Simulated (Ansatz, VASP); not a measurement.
Au in VASP and in Ansatz

Contents of INCAR:

```
SYSTEM = Au
PREC = Accurate ; ENCUT = 520
EDIFF = 1E-8 ; ISMEAR = -1
SIGMA = 0.03 ; LREAL = .FALSE.
LASPH = .TRUE. ; NELM = 60
ALGO = Normal ; ISIF = 2
LWAVE = .FALSE. ; LCHARG = .FALSE.
GGA = CA ; LEFG = .TRUE.
NBANDS = 18
```

Contents of KPOINTS:

```
Automatic mesh
0
G
  14 14 8
  0 0 0
```

Contents of POSCAR:

```
Au
1.0
    2.9568755643      0.0000000000      0.0000000000
   -1.4784377821      2.5607293545      0.0000000000
    0.0000000000      0.0000000000      4.9757105734
Au
2
Direct
    0.3333333333      0.6666666667      0.7500000000
    0.6666666667      0.3333333333      0.2500000000
```

Input for Ansatz:

```yaml
crystal:
  lattice:
    - [2.9568755643, 0.0, 0.0]
    - [-1.4784377821, 2.5607293545, 0.0]
    - [0.0, 0.0, 4.9757105734]
  atoms:
    - { symbol: Au, position: [0.3333333333, 0.6666666667, 0.75] }
    - { symbol: Au, position: [0.6666666667, 0.3333333333, 0.25] }
kpoints:
  mp_grid: { grid: [14, 14, 8] }
scf:
  occupations: { method: fermi_dirac, width: 0.03 }
hamiltonian:
  xc: lda
  pseudopotentials: { kind: all_electron, datasets: crystal }
output:
  forces: true
  stress: true
  eigenvalues: true
  efg: { contact_densities: true }
```

Change from the starting cell: volume scaled by 1.06, crystal datasets.

Alike in both runs: task electric field gradients; functional LDA; k mesh 14 × 14 × 8; occupations fermi-dirac, width 0.03 eV; no spin polarisation.

|  | VASP | Ansatz |
| --- | --- | --- |
| version | VASP 6.6.1 | Ansatz 0.2.0 |
| potentials or method | VASP PAW LDA potentials, release 64 (Au), cutoff 520 eV | all-electron PAW with datasets made for the crystal, scalar-relativistic |

Ansatz gave:

* pressure (GPa): -16.7
* traceless stress, the component that is largest in VASP (GPa): 0.52
* size of Vzz on the site where it differs most (V/Å²): 6.0

**Question.** What did VASP give for the same quantities?

**Answer.** Pressure (GPa): -16.4; traceless stress, the component that is largest in VASP (GPa): 0.40; size of Vzz on the site where it differs most (V/Å²): 18.1.

LDA's correlation is that of Perdew and Zunger in VASP and of Perdew and Wang (1992) in Ansatz. Ansatz ran all-electron here, and VASP with PAW potentials.

Spin-orbit coupling is off throughout.
